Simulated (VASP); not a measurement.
# Si (I4/mmm) in VASP: notebook, part 2 of 2

VASP 6.6.1. The steps go on from the part before.

### Step 4. Relaxation of shape and atoms at fixed volume, LDA (19.55 Å³/atom)

This run uses another cell than the first one, of 19.55 Å³/atom.

INCAR

```
  ALGO = Normal
  EDIFF = 1E-6
  EDIFFG = -0.01
  ENCUT = 600
  IBRION = 2
  ISIF = 4
  ISMEAR = 0
  LASPH = True
  LCHARG = False
  LREAL = False
  LWAVE = False
  NELM = 80
  NSW = 50
  PREC = Accurate
  SIGMA = 0.01
```

KPOINTS

```
k-points
0
Gamma
  10 10 10
```

POSCAR

```
Si
1.0
   -3.2316234402      3.2316234402      1.8720194858
    3.2316234402     -3.2316234402      1.8720194858
    3.2316234402      3.2316234402     -1.8720194858
Si
4
Direct
    0.1790670053      0.1790670053      0.3581340107
    0.8209329947      0.8209329947      0.6418659893
    0.1790670053      0.8209329947      0.0000000000
    0.8209329947      0.1790670053      0.0000000000
```

Potentials or basis: VASP PAW LDA potentials, release 64 (Si).

Started as:

```
$ cat potpaw_LDA.64/Si/POTCAR > POTCAR
$ mpirun -np 1 vasp_std > vasp.out
```

OUTCAR:

```text
EDIFF = 1E-6
   EDIFFG = -0.01
   ENCUT = 600
   IBRION = 2
   ISIF = 4
   ISMEAR = 0
   LASPH = True
   LREAL = False
   NELM = 80
   NSW = 50
   PREC = Accurate

 ion  position               nearest neighbor table
   1  0.179  0.179  0.358-   2 2.28   2 2.28   3 2.31   4 2.31
   2  0.821  0.821  0.642-   1 2.28   1 2.28   4 2.31   3 2.31
   3  0.179  0.821  0.000-   4 2.28   4 2.28   2 2.31   1 2.31
   4  0.821  0.179  0.000-   3 2.28   3 2.28   2 2.31   1 2.31

  LATTYP: Found a body centered tetragonal cell.
 ALAT       =     6.4632468804
 C/A-ratio  =     0.5792814418

  Lattice vectors:

 A1 = (  -3.2316234402,   3.2316234402,   1.8720194858)
 A2 = (   3.2316234402,  -3.2316234402,   1.8720194858)
 A3 = (   3.2316234402,   3.2316234402,  -1.8720194858)

Analysis of symmetry for initial positions (statically):
=====================================================================
[... 355 lines left out ...]
      8       5.6443      2.00000
      9       7.5276      0.00000
     10       7.9486      0.00000
     11       7.9486      0.00000
     12       8.4467      0.00000
[... 331 lines left out ...]
 k-point    24 :       0.4000    0.3000    0.0000
  band No.  band energies     occupation
      1      -4.5717      2.00000
      2      -3.3267      2.00000
      3      -1.1329      2.00000
      4       1.0120      2.00000
      5       1.6725      2.00000
      6       2.9734      2.00000
      7       4.0751      2.00000
      8       4.7858      2.00000
      9       7.5979      0.00000
     10       7.9894      0.00000
     11       9.1786      0.00000
     12      10.0102      0.00000

 [... further k-points ...]

------------------------ aborting loop because EDIFF is reached ----------------------------------------

  FORCE on cell =-STRESS in cart. coord.  units (eV):
  Direction    XX          YY          ZZ          XY          YZ          ZX
  --------------------------------------------------------------------------------------
  -------------------------------------------------------------------------------------
  Total        3.0543267      3.0543267      3.0544498      0.0000000     -0.0000000      0.0000000
  in kB       62.5769246     62.5769246     62.5794463      0.0000000     -0.0000000      0.0000000
  external PRESSURE =      62.5777652 kB  Pullay stress =       0.0000000 kB
[... 19 lines left out ...]
  FREE ENERGIE OF THE ION-ELECTRON SYSTEM (eV)
  ---------------------------------------------------
  free  energy   TOTEN  =       -23.2882369623 eV

  energy  without entropy=      -23.2881978942  energy(sigma->0) =      -23.28821743

 reached required accuracy - stopping structural energy minimisation
```

OSZICAR:

```text
N       E                     dE             d eps       ncg     rms          rms(c)
DAV:   1     0.344729893632E+02    0.34473E+02   -0.67253E+03  2448   0.123E+03
DAV:   2    -0.214003368203E+02   -0.55873E+02   -0.51288E+02  3304   0.151E+02
DAV:   3    -0.239647165086E+02   -0.25644E+01   -0.25304E+01  3152   0.319E+01
[... 29 lines left out ...]
       N       E                     dE             d eps       ncg     rms          rms(c)
DAV:   1    -0.232882593033E+02   -0.38630E-04   -0.65557E-04  2708   0.157E-01    0.220E-02
DAV:   2    -0.232882434237E+02    0.15880E-04   -0.44931E-05  3020   0.499E-02    0.969E-03
DAV:   3    -0.232882370676E+02    0.63560E-05   -0.17733E-05  2896   0.266E-02    0.326E-03
DAV:   4    -0.232882369623E+02    0.10531E-06   -0.28917E-06  2340   0.113E-02
   5 F= -.23288237E+02 E0= -.23288217E+02  d E =-.122916E-03
```

CONTCAR:

```text
Si
   1.00000000000000
    -3.2279350794230091    3.2279350794230091    1.8763000105635939
     3.2279350794230091   -3.2279350794230091    1.8763000105635939
     3.2279350794230091    3.2279350794230091   -1.8763000105635939
  Si
     4
Direct
     0.1793864623348937    0.1793864623348937    0.3587729247697892
     0.8206135376651064    0.8206135376651064    0.6412270752302108
     0.1793864623348937    0.8206135376651064    0.0000000000000000
     0.8206135376651064    0.1793864623348937    0.0000000000000000

  0.00000000E+00  0.00000000E+00  0.00000000E+00
  0.00000000E+00  0.00000000E+00  0.00000000E+00
  0.00000000E+00  0.00000000E+00  0.00000000E+00
  0.00000000E+00  0.00000000E+00  0.00000000E+00
```

Run time: 3.5 min. Hardware: 1 thread of Intel Xeon Platinum 8259CL at 2.50GHz (Skylake/Cascade Lake), shared host; peak memory 0.24 GiB.

Results:

```
Free energy               : -23.2882 eV
Energy gained by relaxing : 0.1 meV/atom
Ionic steps               : 5
Pressure after relaxing   : 6.3 GPa
Band gap on the k mesh    : zero (filled and empty bands overlap)
```

The path:
| step | energy change (eV) | largest force (eV/Å) | pressure (GPa) | volume (Å³) |
| --- | --- | --- | --- | --- |
| 1 | 0.0000 | 0.0507 | 6.31 | 78.20 |
| 2 | -0.0003 | 0.0157 | 6.28 | 78.20 |
| 3 | -0.0003 | 0.0162 | 6.28 | 78.20 |
| 4 | -0.0004 | 0.0058 | 6.25 | 78.20 |
| 5 | -0.0004 | 0.0001 | 6.26 | 78.20 |

Final structure:
```
Si
1.0
    -3.22794    3.22794    1.87630
     3.22794   -3.22794    1.87630
     3.22794    3.22794   -1.87630
Si
4
Direct
  0.17939 0.17939 0.35877
  0.82061 0.82061 0.64123
  0.17939 0.82061 0.00000
  0.82061 0.17939 0.00000
```

Levels at points of the mesh, in eV from the Fermi level:
```csv
k point,band 5,band 6,band 7,band 8,band 9,band 10,band 11,band 12
"(0.00, 0.00, 0.00)",-4.12,-1.69,-1.69,-0.64,1.24,1.66,1.66,2.16
"(0.50, 0.00, 0.00)",-4.76,-3.85,-2.64,-1.54,0.56,2.38,2.90,3.41
"(0.50, 0.50, 0.00)",-3.14,-2.26,-2.13,-1.85,1.46,1.71,1.88,4.11
"(0.50, 0.50, 0.50)",-3.27,-0.32,0.01,0.01,0.08,3.57,3.86,4.19
```

Caveat: semilocal functionals underestimate gaps, and a narrow one can read as zero.

### Step 5. Relaxation of shape and atoms at fixed volume, LDA (20.17 Å³/atom)

This run uses another cell than the first one, of 20.17 Å³/atom.

INCAR

```
PREC     = Accurate       # precision mode
ENCUT    = 600            # plane-wave cutoff, eV
EDIFF    = 1E-7           # SCF threshold, eV
ISMEAR   = 0              # smearing method
SIGMA    = 0.01           # smearing width, eV
LREAL    = F              # projectors in reciprocal space
LASPH    = T              # aspherical terms in the spheres
NELM     = 80             # most SCF steps
ALGO     = Normal         # electronic algorithm
ISIF     = 4              # what is computed and relaxed
LWAVE    = F              # write WAVECAR
LCHARG   = F              # write CHGCAR
GGA      = CA             # functional
IBRION   = 2              # ionic algorithm
NSW      = 50             # ionic steps
EDIFFG   = -0.01          # ionic threshold
```

KPOINTS

```
Automatic mesh
0
Gamma
  10 10 10
```

POSCAR

```
Si
1.0
   -3.2679233979      3.2679233979      1.8890872163
    3.2679233979     -3.2679233979      1.8890872163
    3.2679233979      3.2679233979     -1.8890872163
Si
4
Direct
    0.1788433299      0.1788433299      0.3576866599
    0.8211566701      0.8211566701      0.6423133401
    0.1788433299      0.8211566701      0.0000000000
    0.8211566701      0.1788433299      0.0000000000
```

Started as:

```
$ cat potpaw_LDA.64/Si/POTCAR > POTCAR
$ mpirun -np 1 vasp_std > vasp.out
```

Wall time 3.3 min (1 thread of Intel Xeon Platinum 8259CL at 2.50GHz (Skylake/Cascade Lake), shared host); peak memory 0.24 GiB.

It converged, with:

- Free energy: -23.3594 eV
- Energy gained by relaxing: 0.1 meV/atom
- Ionic steps: 4
- Pressure after relaxing: 2.9 GPa
- Band gap on the k mesh: 0.10 eV (least direct gap 0.18 eV)

Step by step:
```tsv
step	energy change (eV)	largest force (eV/Å)	pressure (GPa)	volume (Å³)
1	0.0000	0.0435	2.97	80.70
2	-0.0001	0.0186	2.95	80.70
3	-0.0001	0.0044	2.95	80.70
4	-0.0002	0.0002	2.94	80.70
```

Final structure:
```xyz
4
Lattice="-3.2658 3.2658 1.8916 3.2658 -3.2658 1.8916 3.2658 3.2658 -1.8916" Properties=species:S:1:pos:R:3 pbc="T T T"
Si    1.1696    1.1696    0.0000
Si    2.0961    2.0961    1.8916
Si    2.0961   -2.0961    1.8916
Si    1.1696    5.3619    0.0000
```

Levels at points of the mesh, in eV from the valence-band top:
```
           k point  band 5  band 6  band 7  band 8  band 9  band 10  band 11  band 12
(0.00, 0.00, 0.00)   -3.99   -1.59   -1.59   -0.61    1.31     1.61     1.61     2.21
(0.50, 0.00, 0.00)   -4.61   -3.72   -2.54   -1.50    0.64     2.35     2.91     3.42
(0.50, 0.50, 0.00)   -3.03   -2.14   -2.05   -1.74    1.51     1.78     1.87     4.04
(0.50, 0.50, 0.50)   -3.12   -0.27    0.00    0.00    0.18     3.51     3.65     4.02
```

Caveat: semilocal functionals underestimate gaps, and a narrow one can read as zero.

### Step 6. Summary

```csv
cell,gap on the mesh (eV),pressure (GPa)
"relaxed from a = 4.824 Å, angles 98.4, 98.4, 135.1°, 4 atoms, atomic positions A",none,14.6
"relaxed from a = 4.882 Å, angles 98.3, 98.3, 135.3°, 4 atoms, atomic positions B",none,10.1
"relaxed from a = 4.939 Å, angles 98.3, 98.3, 135.5°, 4 atoms, atomic positions C",none,6.3
"relaxed from a = 4.993 Å, angles 98.2, 98.2, 135.5°, 4 atoms, atomic positions D",0.10,2.9
```

Alike in all rows: task relaxation of shape and atoms at fixed volume; level LDA; potentials or basis VASP PAW LDA potentials, release 64 (Si); no spin polarisation; k mesh 10 × 10 × 10; cutoff (eV) 600; smearing gaussian 0.01 eV.

Caveats: semilocal functionals underestimate gaps, and a narrow one can read as zero.

Total energies depend on the potentials used, so only differences within one code and one set of settings carry meaning.
